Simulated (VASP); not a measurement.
A run of VASP 6.6.1:

INCAR

```
SYSTEM = ScCr2
PREC = Accurate
ENCUT = 600
EDIFF = 1E-6
ISMEAR = 0
SIGMA = 0.1
LREAL = .FALSE.
LASPH = .TRUE.
NELM = 120
ALGO = Normal
ISIF = 2
LWAVE = .FALSE.
LCHARG = .FALSE.
GGA = PE
NBANDS = 26
GGA_COMPAT = .FALSE.
```

Contents of KPOINTS:

```
Automatic mesh
0
G
  6 6 4
  0 0 0
```

POSCAR

```
ScCr2
1.0
    3.5951427670      0.0000000000      0.0000000000
   -1.7975713835      3.1134849664      0.0000000000
    0.0000000000      0.0000000000      4.5010173044
Sc Cr
1 2
Direct
    0.0000000000      0.0000000000      0.0000000000
    0.3333333333      0.6666666667      0.5000000000
    0.6666666667      0.3333333333      0.5000000000
```

Potentials or basis: VASP PAW PBE potentials, release 64 (Sc_sv, Cr_sv).

Run with:

```console
$ cat potpaw_PBE.64/Sc_sv/POTCAR potpaw_PBE.64/Cr_sv/POTCAR > POTCAR
$ mpirun -np 1 vasp_std > vasp.out
```

Hardware: 1 thread of Intel(R) Xeon(R) 6975P-C (Granite Rapids), on a shared host.

Estimate the wall time of this run.

Run time: 28 s on 1 thread of Intel(R) Xeon(R) 6975P-C (Granite Rapids) (shared host), peak memory 0.19 GiB. Counts: scf iterations 15, k points 21.
